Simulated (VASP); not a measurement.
**In: single point with PBE**

In:

```
CELL_PARAMETERS angstrom
-2.88343 2.88343 1.52230
2.88343 -2.88343 1.52230
2.88343 2.88343 -1.52230
ATOMIC_POSITIONS crystal
In 0.62500 0.87500 0.75000
In 0.37500 0.12500 0.25000
```

* Program: VASP 6.6.1
* Task: single point
* Functional: PBE
* Potentials or basis: VASP PAW PBE potentials, release 64 (In_d)
* Cutoff: 520 eV
* k mesh: 13 × 13 × 13
* Occupations: fermi-dirac, width 0.05 eV
* Spin: no spin polarisation

```json
{"Pressure": "5.7 GPa", "Band gap on the k mesh": "zero (bands 13 and 14 overlap by 6.04 eV)"}
```

Levels at points of the mesh, in eV from the Fermi level:
```tsv
k point	band 10	band 11	band 12	band 13	band 14	band 15	band 16	band 17
(0.00, 0.00, 0.00)	-14.09	-9.76	-0.68	-0.52	-0.52	4.08	8.42	8.42
```

It took 43 s on 1 thread of Intel(R) Xeon(R) 6975P-C (Granite Rapids) (shared host), peak memory 0.28 GiB.

Caveat: the cell stands under pressure; spin-orbit coupling is left out, which moves the levels of the heavy elements.
